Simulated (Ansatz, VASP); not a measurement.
# One calculation of Pb, two programs

Contents of INCAR:

```
SYSTEM = Pb
PREC = Accurate
ENCUT = 520
EDIFF = 1E-6
ISMEAR = -1
SIGMA = 0.05
LREAL = .False.
LASPH = .True.
NELM = 100
ALGO = Normal
ISIF = 2
LWAVE = .False.
LCHARG = .True.
LELF = .True.
LVHAR = .True.
NBANDS = 21
```

The input KPOINTS:

```
regular mesh
0
Gamma
  8 8 8
  0 0 0
```

File POSCAR:

```
Pb
1.0
    0.0000000000      3.3358300538      3.4390000555
    3.3358300538      0.0000000000      3.4390000555
    3.3358300538      3.3358300538      0.0000000000
Pb
2
Direct
    0.0000000000      0.0000000000      0.0000000000
    0.2500000000      0.2500000000      0.2500000000
```

Input for Ansatz:

```yaml
crystal:
  lattice:
    - [0.0, 3.3358300538, 3.4390000555]
    - [3.3358300538, 0.0, 3.4390000555]
    - [3.3358300538, 3.3358300538, 0.0]
  atoms:
    - { symbol: Pb, position: [0.0, 0.0, 0.0] }
    - { symbol: Pb, position: [0.25, 0.25, 0.25] }
kpoints:
  mp_grid: { grid: [8, 8, 8] }
  band_path:
    path:
      - [0.0, 0.0, 0.0]
      - [0.0, 0.5, 0.5]
      - [0.25, 0.75, 0.5]
      - [0.0, 0.5, 0.0]
      - [0.0, 0.0, 0.0]
      - [0.5, 0.5, 0.0]
      - [0.3676125, 0.6323875, 0.0]
      - [-0.3676125, 0.3676125, 0.0]
      - [0.0, 0.0, 0.0]
    npoints: 5
scf:
  occupations: { method: fermi_dirac, width: 0.05 }
hamiltonian:
  xc: lda
  pseudopotentials: { kind: all_electron, lapw: { basis_error: 0.00025 } }
output:
  forces: true
  stress: true
  eigenvalues: true
```

Change from the starting cell: equal xx and yy strain of -3 %.

Alike in both runs: task single point; functional LDA; k mesh 8 × 8 × 8; occupations fermi-dirac, width 0.05 eV; no spin polarisation.

|  | VASP | Ansatz |
| --- | --- | --- |
| version | VASP 6.6.1 | Ansatz 0.2.0 |
| potentials or method | VASP PAW LDA potentials, release 64 (Pb_d), cutoff 520 eV | all-electron LAPW, scalar-relativistic |

```csv
,VASP,Ansatz,Ansatz less VASP
pressure (GPa),1.4,1.4,-0.02
"traceless stress, the component that is largest in VASP (GPa)",-0.21,-0.21,-0.001
```

LDA's correlation is that of Perdew and Zunger in VASP and of Perdew and Wang (1992) in Ansatz. Ansatz ran all-electron here, and VASP with PAW potentials.

Spin-orbit coupling is off throughout.
